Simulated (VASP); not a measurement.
Here is a VASP 6.6.1 calculation.

Contents of POSCAR:

```
CdTe
1.0
    0.0000000000      3.1248750000      3.1248750000
    3.1248750000      0.0000000000      3.1248750000
    3.1248750000      3.1248750000      0.0000000000
Cd Te
1 1
Direct
    0.0000000000      0.0000000000      0.0000000000
    0.7500000000      0.7500000000      0.7500000000
```

File INCAR.step1:

```
PREC = Accurate ; ENCUT = 520
ISMEAR = 0 ; SIGMA = 0.05
LREAL = False ; LASPH = True
NELM = 60 ; NBANDS = 16
GGA = PE ; ALGO = Normal
EDIFF = 1E-4 ; LWAVE = True
LCHARG = False
```

INCAR.step2

```
PREC = Accurate ; ENCUT = 520
EDIFF = 1E-7 ; ISMEAR = 0
SIGMA = 0.05 ; LREAL = False
LASPH = True ; NELM = 60
ALGO = Normal ; ISIF = 2
LWAVE = False ; LCHARG = True
METAGGA = R2SCAN ; LMIXTAU = True
LELF = True ; LVHAR = True
NBANDS = 16 ; ISTART = 1
```

File KPOINTS:

```
Automatic mesh
0
Gamma
  8 8 8
```

Potentials or basis: VASP PAW PBE potentials, release 64 (Cd, Te).

Launch:

```sh
$ cat potpaw_PBE.64/Cd/POTCAR potpaw_PBE.64/Te/POTCAR > POTCAR
$ cp INCAR.step1 INCAR
$ mpirun -np 1 vasp_std > vasp.out
$ cp INCAR.step2 INCAR
$ mpirun -np 1 vasp_std > vasp.out
```

Q: Estimate the pressure.

A: 8.3 GPa.

Q: Estimate the band gap on the k mesh.

A: 1.64 eV, direct.

Caveat: the cell differs from its parent crystal (strain -0.025 along x and y, -0.025 along z); the PAW data sets were made with another functional, which shifts forces and pressure a little; spin-orbit coupling is left out, which moves the levels of the heavy elements.
